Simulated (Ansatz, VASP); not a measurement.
**Ta4NiO11: VASP beside Ansatz**

Contents of INCAR:

```
  PREC = Accurate
  ENCUT = 600
  EDIFF = 1E-7
  ISMEAR = 0
  SIGMA = 0.15
  LREAL = False
  LASPH = True
  NELM = 200
  ALGO = Normal
  ISIF = 3
  LWAVE = False
  LCHARG = False
  ISPIN = 2
  MAGMOM = 0 0 0 0 2 0 0 0 0 0 0 0 0 0 0 0
  LORBIT = 11
  LMAXMIX = 4
  GGA = PE
  IBRION = 2
  NSW = 36
  EDIFFG = -0.08
  GGA_COMPAT = False
  NELMIN = 4
```

File KPOINTS:

```
regular mesh
0
Gamma
  3 3 1
```

The input POSCAR:

```
Ta4NiO11
1.0
    3.8000000000      0.0000000000      0.0000000000
    0.0000000000      3.8500000000      0.0000000000
    0.0000000000      0.0000000000     12.6000000000
Ta Ni O
4 1 11
Direct
    0.5000000000      0.0000000000      0.8250000000
    0.5000000000      0.0000000000      0.1750000000
    0.0000000000      0.0000000000      0.6510000000
    0.0000000000      0.0000000000      0.3490000000
    0.0000000000      0.0000000000      0.0000000000
    0.5000000000      0.0000000000      0.0000000000
    0.0000000000      0.5000000000      0.0000000000
    0.0000000000      0.0000000000      0.8250000000
    0.5000000000      0.5000000000      0.8250000000
    0.0000000000      0.0000000000      0.1750000000
    0.5000000000      0.5000000000      0.1750000000
    0.5000000000      0.0000000000      0.6510000000
    0.5000000000      0.0000000000      0.3490000000
    0.0000000000      0.0000000000      0.5000000000
    0.0000000000      0.5000000000      0.6510000000
    0.0000000000      0.5000000000      0.3490000000
```

Input for Ansatz:

```yaml
crystal:
  lattice:
    - [3.8, 0.0, 0.0]
    - [0.0, 3.85, 0.0]
    - [0.0, 0.0, 12.6]
  atoms:
    - { symbol: Ta, position: [0.5, 0.0, 0.825] }
    - { symbol: Ta, position: [0.5, 0.0, 0.175] }
    - { symbol: Ta, position: [0.0, 0.0, 0.651] }
    - { symbol: Ta, position: [0.0, 0.0, 0.349] }
    - { symbol: Ni, position: [0.0, 0.0, 0.0], spin: 2.0 }
    - { symbol: O, position: [0.5, 0.0, 0.0] }
    - { symbol: O, position: [0.0, 0.5, 0.0] }
    - { symbol: O, position: [0.0, 0.0, 0.825] }
    - { symbol: O, position: [0.5, 0.5, 0.825] }
    - { symbol: O, position: [0.0, 0.0, 0.175] }
    - { symbol: O, position: [0.5, 0.5, 0.175] }
    - { symbol: O, position: [0.5, 0.0, 0.651] }
    - { symbol: O, position: [0.5, 0.0, 0.349] }
    - { symbol: O, position: [0.0, 0.0, 0.5] }
    - { symbol: O, position: [0.0, 0.5, 0.651] }
    - { symbol: O, position: [0.0, 0.5, 0.349] }
basis:
  ecutwfc: 420
kpoints:
  mp_grid: { grid: [3, 3, 1] }
hamiltonian:
  xc: pbe
scf:
  occupations: { method: gaussian, width: 0.15 }
  lower_state_search: "off"
output:
  forces: true
  stress: true
  eigenvalues: true
  populations: true
magnetization:
  spin_polarized: true
relax:
  adjacent_minimum: "off"
  f_tol: 0.08
  max_steps: 16
  cell: { stress_tol: 0.8 }
```

Change from the starting cell: built by hand: M2O5-MO2 shear intergrowth, Ni ordered (Pmmm, No. 47).

Alike in both runs: task relaxation of cell and atoms; functional PBE; k mesh 3 × 3 × 1; occupations gaussian, width 0.15 eV; collinear spin.

|  | VASP | Ansatz |
| --- | --- | --- |
| version | VASP 6.6.1 | Ansatz 0.2.0 |
| potentials or method | VASP PAW PBE potentials, release 64 (Ta_pv, Ni, O), cutoff 600 eV | scalar-relativistic, plane waves, PAW |
| valence electrons in the cell | 120 | 136 |

Ansatz gave:

- gap on the k mesh at the Fermi level, each at its own relaxed structure (eV): none
- net moment per atom (μB): 0.07
- size of the moment on the site where the two differ most (μB): 0.48
- relaxed volume (Å³/atom): 12.57
- relaxed cell length with the largest relative difference (Å): 3.926

Q: Which values does VASP return?

A: gap on the k mesh at the Fermi level, each at its own relaxed structure (eV): none; net moment per atom (μB): 0.07; size of the moment on the site where the two differ most (μB): 0.47; relaxed volume (Å³/atom): 12.56; relaxed cell length with the largest relative difference (Å): 3.929.

Site moments also hang on the region over which each program counts them. A gap of «none» marks a metal or a gap that the smearing closes. VASP's potentials hold 120 valence electrons a cell and Ansatz's 136, so a difference there can come from the potentials and not from the codes.

The k mesh is coarse, so the values compare programs but aren't converged. Neither program's run includes spin-orbit coupling.
